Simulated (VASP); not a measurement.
# W (Fm-3m) in VASP: notebook

Runs on W. Level: PBE+D3(BJ). Tasks: single point, relaxation of cell and atoms.

Everything below comes from runs of VASP 6.6.1. Logs are shortened: lines on timing, memory, paths and dates and some standing lists are left out, and cuts for length are marked.

## Step 1: The cell of the first run

Symmetry: Fm-3m, No. 225, cubic system. Conventional cell: a = 4.005 Å, b = 4.005 Å, c = 4.005 Å, α = 90.00°, β = 90.00°, γ = 90.00°. W (site symmetry m-3m) has 12 W at 2.83 Å within 3.7 Å.

## Step 2: Single point, PBE+D3(BJ)

File INCAR:

```
SYSTEM = W
ALGO     = Fast           ! electronic algorithm
EDIFF    = 1E-6           ! SCF threshold, eV
ENCUT    = 520            ! plane-wave cutoff, eV
GGA      = PE             ! functional
ISIF     = 2              ! what is computed and relaxed
ISMEAR   = 0              ! smearing method
IVDW     = 12             ! dispersion correction
LASPH    = .TRUE.         ! aspherical terms in the spheres
LCHARG   = .TRUE.         ! write CHGCAR
LELF     = .TRUE.         ! ELF
LREAL    = .FALSE.        ! projectors in reciprocal space
LVHAR    = .TRUE.       
LWAVE    = .FALSE.        ! write WAVECAR
NBANDS   = 13             ! bands
NELM     = 60             ! most SCF steps
PREC     = Accurate       ! precision mode
SIGMA    = 0.1            ! smearing width, eV
```

File KPOINTS:

```
k-points
0
G
  18 18 18
  0 0 0
```

File POSCAR:

```
W
1.0
    0.0000000000      2.0026733718      2.0026733718
    2.0026733718      0.0000000000      2.0026733718
    2.0026733718      2.0026733718      0.0000000000
W
1
Direct
    0.0000000000      0.0000000000      0.0000000000
```

Potentials or basis: VASP PAW PBE potentials, release 64 (W_sv).

The run is started by

```sh
cat potpaw_PBE.64/W_sv/POTCAR > POTCAR
mpirun -np 1 vasp_std > vasp.out
```

OUTCAR:

```text
SYSTEM = W
   EDIFF = 1E-6
   ENCUT = 520
   GGA = PE
   ISIF = 2
   ISMEAR = 0
   IVDW = 12
   LASPH = .TRUE.
   LREAL = .FALSE.
   NELM = 60
   PREC = Accurate
 IVDW          = 12

 ion  position               nearest neighbor table
   1  0.000  0.000  0.000-

  LATTYP: Found a face centered cubic cell.
 ALAT       =     4.0053467436

  Lattice vectors:

 A1 = (   0.0000000000,   2.0026733718,   2.0026733718)
 A2 = (   2.0026733718,   0.0000000000,   2.0026733718)
 A3 = (   2.0026733718,   2.0026733718,   0.0000000000)

Analysis of symmetry for initial positions (statically):
=====================================================================
 Subroutine PRICEL returns:
 Original cell was already a primitive cell.

 Routine SETGRP: Setting up the symmetry group for a
 face centered cubic supercell.

 Subroutine GETGRP returns: Found 48 space group operations
 (whereof 48 operations were pure point group operations)
 out of a pool of 48 trial point group operations.

The static configuration has the point symmetry O_h .

Analysis of symmetry for dynamics (positions and initial velocities):
=====================================================================
 Subroutine PRICEL returns:
 Original cell was already a primitive cell.

 Routine SETGRP: Setting up the symmetry group for a
 face centered cubic supercell.

 Subroutine GETGRP returns: Found 48 space group operations
 (whereof 48 operations were pure point group operations)
 out of a pool of 48 trial point group operations.

The dynamic configuration has the point symmetry O_h .

 Subroutine INISYM returns: Found 48 space group operations
 (whereof 48 operations are pure point group operations),
 and found     1 'primitive' translations

----------------------------------------------------------------------------------------

                                     Primitive cell

  volume of cell :      16.0642

  direct lattice vectors                    reciprocal lattice vectors
     0.000000000  2.002673372  2.002673372    -0.249666275  0.249666275  0.249666275
     2.002673372  0.000000000  2.002673372     0.249666275 -0.249666275  0.249666275
     2.002673372  2.002673372  0.000000000     0.249666275  0.249666275 -0.249666275

  length of vectors
     2.832207843  2.832207843  2.832207843     0.432434673  0.432434673  0.432434673

  position of ions in fractional coordinates (direct lattice)
     0.000000000  0.000000000  0.000000000

  ion indices of the primitive-cell ions
   primitive index   ion index
                 1           1

----------------------------------------------------------------------------------------

 KPOINTS: k-points

Automatic generation of k-mesh.
 Grid dimensions read from file:
 generate k-points for:   18   18   18

 Generating k-lattice:

  Cartesian coordinates                     Fractional coordinates (reciprocal lattice)
    -0.013870349  0.013870349  0.013870349     0.055555556  0.000000000  0.000000000
     0.013870349 -0.013870349  0.013870349     0.000000000  0.055555556  0.000000000
     0.013870349  0.013870349 -0.013870349     0.000000000  0.000000000  0.055555556

  Length of vectors
     0.024024148  0.024024148  0.024024148

  Shift w.r.t. Gamma in fractional coordinates (k-lattice)
     0.000000000  0.000000000  0.000000000

 Subroutine IBZKPT returns following result:
 ===========================================

 Found    195 irreducible k-points:

 Following reciprocal coordinates:
            Coordinates               Weight
  0.000000  0.000000  0.000000      1.000000
  0.055556  0.000000  0.000000      8.000000
  0.111111  0.000000  0.000000      8.000000
  0.166667  0.000000  0.000000      8.000000
  0.222222  0.000000  0.000000      8.000000
  0.277778  0.000000  0.000000      8.000000
[... 16 lines left out ...]
 -0.277778  0.055556  0.000000     24.000000
 -0.222222  0.055556  0.000000     24.000000
 [... further k-points ...]
   k-points           NKPTS =    195   k-points in BZ     NKDIM =    195   number of bands    NBANDS=     13
   number of dos      NEDOS =    301   number of ions     NIONS =      1
   total plane-waves  NPLWV =  13824
   dimension x,y,z NGX =    24 NGY =   24 NGZ =   24
   dimension x,y,z NGXF=    48 NGYF=   48 NGZF=   48
   ions per type =               1
   NGX,Y,Z   is equivalent  to a cutoff of  14.09, 14.09, 14.09 a.u.
   NGXF,Y,Z  is equivalent  to a cutoff of  28.18, 28.18, 28.18 a.u.
 SYSTEM =  W
   PREC   = accura    normal or accurate (medium, high low for compatibility)
   ISTART =      0    job   : 0-new  1-cont  2-samecut
   ICHARG =      2    charge: 1-file 2-atom 10-const
   ISPIN  =      1    spin polarized calculation?
   LNONCOLLINEAR =      F non collinear calculations
   LSORBIT =      F    spin-orbit coupling
   LASPH  =      T    aspherical Exc in radial PAW
   ENCUT  =  520.0 eV  38.22 Ry    6.18 a.u.   5.27  5.27  5.27*2*pi/ulx,y,z
   NELM   =     60;   NELMIN=  2; NELMDL= -5     # of ELM steps
   EDIFF  = 0.1E-05   stopping-criterion for ELM
   LREAL  =      F    real-space projection
   EDIFFG = 0.1E-04   stopping-criterion for IOM
   NSW    =      0    number of steps for IOM
   IBRION =     -1    ionic relax: 0-MD 1-quasi-New 2-CG
   NFREE  =      0    steps in history (QN), initial steepest desc. (CG)
   ISIF   =      2    stress and relaxation
   ISYM   =      2    0-nonsym 1-usesym 2-fastsym
   POTIM  = 0.5000    time-step for ionic-motion
   TEBEG  =    0.0;   TEEND  =   0.0 temperature during run
   PSTRESS=    0.0 pullay stress
   NELECT =      14.0000    total number of electrons
   NUPDOWN=      -1.0000    fix difference up-down
   EMIN   =  10.00;   EMAX   =-10.00  energy-range for DOS
   EFERMI =   0.00;   METHOD = LEGACY
   ISMEAR =     0;   SIGMA  =   0.10  broadening in eV -4-tet -1-fermi 0-gaus
   EFERMI_NEDOS =   21; number of points for ismear=-14 and -15
   IALGO  =     68    algorithm
   IMIX   =      4    mixing-type and parameters
     AMIX     =   0.40;   BMIX     =  1.00
     AMIX_MAG =   1.60;   BMIX_MAG =  1.00
  volume/ion in A,a.u.               =      16.06       108.41
  Fermi-wavevector in a.u.,A,eV,Ry     =   1.563738  2.955037 33.270017  2.445277
  Thomas-Fermi vector in A             =   2.666465
   LORBIT       =      0    0 simple, 1 ext, 2 COOP (PROOUT), +10 PAW based schemes
   GGA     = PE    functional components
   LHFCALC =     F    Hartree Fock is set to
   AEXX    =    0.0000 exact exchange contribution
   IVDW    =    12    specifies the selected vdW correction
   LEPSILON=     F    determine dielectric tensor
   LRPA    =     F    only Hartree local field effects (RPA)
 non-spin polarized calculation
 RMM-DIIS sequential band-by-band and
 Gauss-broadening in eV      SIGMA  =   0.10
  energy-cutoff  :      520.00
  volume of cell :       16.06
 maximum number of plane-waves:       448
 NGX is ok and might be reduce to    24
   NGX = 11   NGY = 11   NGZ = 11

 number of electron      14.0000000 magnetization

 Free energy of the ion-electron system (eV)
  ---------------------------------------------------
  ext. energy  EPLUGINS =         0.00000000
  ---------------------------------------------------
  free energy    TOTEN  =       -12.46543023 eV

  energy without entropy =      -12.45881100  energy(sigma->0) =      -12.46212061

 E-fermi :  10.7748     XC(G=0): -13.5552

 val. band max:       10.7738768508   @ k =  -0.2222   0.0556   0.0000
 cond. band min:      10.7777371094   @ k =   0.4444   0.0556   0.0000
 fundamental gap:      0.0038602586
 Fermi energy:        10.7748412752

 k-point     1 :       0.0000    0.0000    0.0000
  band No.  band energies     occupation
      1     -62.8470      2.00000
      2     -26.4496      2.00000
      3     -26.4496      2.00000
      4     -26.4496      2.00000
      5       1.6813      2.00000
      6      10.2010      2.00000
      7      10.2010      2.00000
      8      10.2010      2.00000
      9      13.4238      0.00000
     10      13.4238      0.00000
     11      23.5973      0.00000
     12      28.9233      0.00000
     13      28.9233      0.00000

 k-point     2 :       0.0556    0.0000    0.0000
  band No.  band energies     occupation
      1     -62.8435      2.00000
      2     -26.4895      2.00000
      3     -26.4547      2.00000
      4     -26.4547      2.00000
      5       1.8210      2.00000
      6      10.0908      2.00000
      7      10.2668      2.00000
      8      10.2668      2.00000
      9      13.3615      0.00000
     10      13.3615      0.00000
     11      23.8805      0.00000
     12      28.2973      0.00000
     13      29.1862      0.00000

 k-point     3 :       0.1111    0.0000    0.0000
  band No.  band energies     occupation
      1     -62.8335      2.00000
      2     -26.6034      2.00000
      3     -26.4692      2.00000
      4     -26.4692      2.00000
      5       2.2244      2.00000
      6       9.8072      2.00000
      7      10.4387      2.00000
      8      10.4387      2.00000
      9      13.2208      0.00000
     10      13.2208      0.00000
     11      24.6388      0.00000
     12      27.1284      0.00000
     13      29.9479      0.00000
[... 305 lines left out ...]
 k-point    23 :      -0.2778    0.0556    0.0000
  band No.  band energies     occupation
      1     -62.7699      2.00000
      2     -27.2601      2.00000
      3     -26.5990      2.00000
      4     -26.5439      2.00000
      5       4.5856      2.00000
      6       9.2115      2.00000
      7      10.4194      2.00000
      8      10.5917      1.99041
      9      13.4987      0.00000
     10      14.6109      0.00000
     11      23.4095      0.00000
     12      27.6124      0.00000
     13      32.4939      0.00000

 k-point    24 :      -0.2222    0.0556    0.0000
  band No.  band energies     occupation
      1     -62.7898      2.00000
      2     -27.0558      2.00000
      3     -26.5695      2.00000
      4     -26.5147      2.00000
      5       3.9372      2.00000
      6       9.0845      2.00000
      7      10.6218      1.96958
      8      10.7739      1.01088
      9      12.9156      0.00000
     10      13.9800      0.00000
     11      24.2958      0.00000
     12      27.8224      0.00000
     13      32.1076      0.00000

 [... further k-points ...]

------------------------ aborting loop because EDIFF is reached ----------------------------------------

 Edisp (eV)   -0.68565

 E8    (eV) :    -0.3514

  FORCE on cell =-STRESS in cart. coord.  units (eV):
  Direction    XX          YY          ZZ          XY          YZ          ZX
  --------------------------------------------------------------------------------------
  -------------------------------------------------------------------------------------
  Total       0.05688     0.05688     0.05688    -0.00000     0.00000    -0.00000
  in kB       5.67334     5.67334     5.67334    -0.00000     0.00000    -0.00000
  external pressure =        5.67 kB  Pullay stress =        0.00 kB

 VOLUME and BASIS-vectors are now :
 -----------------------------------------------------------------------------
  energy-cutoff  :      520.00
  volume of cell :       16.06
      direct lattice vectors                 reciprocal lattice vectors
     0.000000000  2.002673372  2.002673372    -0.249666275  0.249666275  0.249666275
     2.002673372  0.000000000  2.002673372     0.249666275 -0.249666275  0.249666275
     2.002673372  2.002673372  0.000000000     0.249666275  0.249666275 -0.249666275

 POSITION                                       TOTAL-FORCE (eV/Angst)
 -----------------------------------------------------------------------------------
      0.00000      0.00000      0.00000         0.000000      0.000000      0.000000
 -----------------------------------------------------------------------------------
    total drift:                                0.000000     -0.000000     -0.000000

  FREE ENERGIE OF THE ION-ELECTRON SYSTEM (eV)
  ---------------------------------------------------
  free  energy   TOTEN  =       -13.1510770262 eV

  energy  without entropy=      -13.1444577999  energy(sigma->0) =      -13.14776741
```

Run time: 20 s. Hardware: 1 thread of Intel Xeon Platinum 8488C (Sapphire Rapids), shared host; peak memory 0.17 GiB.

Results:

- Free energy: -13.1511 eV
- Pressure: 0.6 GPa
- Band gap on the k mesh: zero (band 7 reaches 13.95 eV, above the bottom of band 8 at 10.20 eV)
- Dispersion energy per atom: -0.686 eV

Levels at points of the mesh, in eV from the Fermi level:
```
           k point  band 5  band 6  band 7  band 8  band 9  band 10
(0.00, 0.00, 0.00)   -9.09   -0.57   -0.57   -0.57    2.65     2.65
(0.50, 0.00, 0.00)   -5.71   -0.81   -0.81    0.71    5.20     5.20
(0.50, 0.50, 0.00)   -5.63   -4.64    3.18    5.17    5.96     5.96
```

Caveat: spin-orbit coupling is left out, which moves the levels of the heavy elements; pairwise dispersion overbinds metals, which lowers pressure and volume.

## Step 3: Relaxation of cell and atoms, PBE+D3(BJ)

File INCAR:

```
PREC = Accurate
ENCUT = 600
EDIFF = 1E-6
ISMEAR = 0
SIGMA = 0.1
LREAL = F
LASPH = T
NELM = 60
ALGO = Normal
ISIF = 3
LWAVE = F
LCHARG = F
GGA = PE
IVDW = 12
IBRION = 2
NSW = 100
EDIFFG = -0.005
```

File KPOINTS:

```
regular mesh
0
Gamma
  18 18 18
```

File POSCAR:

```
W
1.0
    0.0000000000      2.0038420786      2.0038420786
    2.0038420786      0.0000000000      2.0038420786
    2.0038420786      2.0038420786      0.0000000000
W
1
Direct
    0.0000000000      0.0000000000      0.0000000000
```

Potentials or basis: VASP PAW PBE potentials, release 64 (W_sv).

The run is started by

```sh
cat potpaw_PBE.64/W_sv/POTCAR > POTCAR
mpirun -np 1 vasp_std > vasp.out
```

Run time: 25 s. Hardware: 1 thread of Intel Xeon Platinum 8488C (Sapphire Rapids), shared host; peak memory 0.18 GiB.

The run converged. Its results:

```
Free energy                            : -13.1512 eV
Relaxed volume                         : 16.10 Å³/atom
Relaxed cell                           : a = 2.834 Å, b = 2.834 Å, c = 2.834 Å, α = 60.00°, β = 60.00°, γ = 60.00°
Space group after relaxing (to 0.05 Å) : Fm-3m (No. 225)
Energy gained by relaxing              : 0.0 meV/atom
Ionic steps                            : 3
Pressure after relaxing                : 0.0 GPa
Band gap on the k mesh                 : zero (band 7 reaches 13.92 eV, above the bottom of band 8 at 10.18 eV)
Dispersion energy per atom             : -0.684 eV
```

Final structure:
```yaml
crystal:
  lattice:
    - [0.00000, 2.00399, 2.00399]
    - [2.00399, 0.00000, 2.00399]
    - [2.00399, 2.00399, 0.00000]
  atoms:
    - { symbol: W, position: [0.00000, 0.00000, 0.00000] }
```

Levels at points of the mesh, in eV from the Fermi level:
```csv
k point,band 4,band 5,band 6,band 7,band 8,band 9,band 10,band 11
"(0.00, 0.00, 0.00)",-37.23,-9.08,-0.57,-0.57,-0.57,2.64,2.64,12.82
"(0.50, 0.00, 0.00)",-37.39,-5.70,-0.80,-0.80,0.70,5.19,5.19,10.59
"(0.50, 0.50, 0.00)",-37.67,-5.61,-4.63,3.17,5.16,5.94,5.94,11.92
```

Caveat: spin-orbit coupling is left out, which moves the levels of the heavy elements; pairwise dispersion overbinds metals, which lowers pressure and volume.
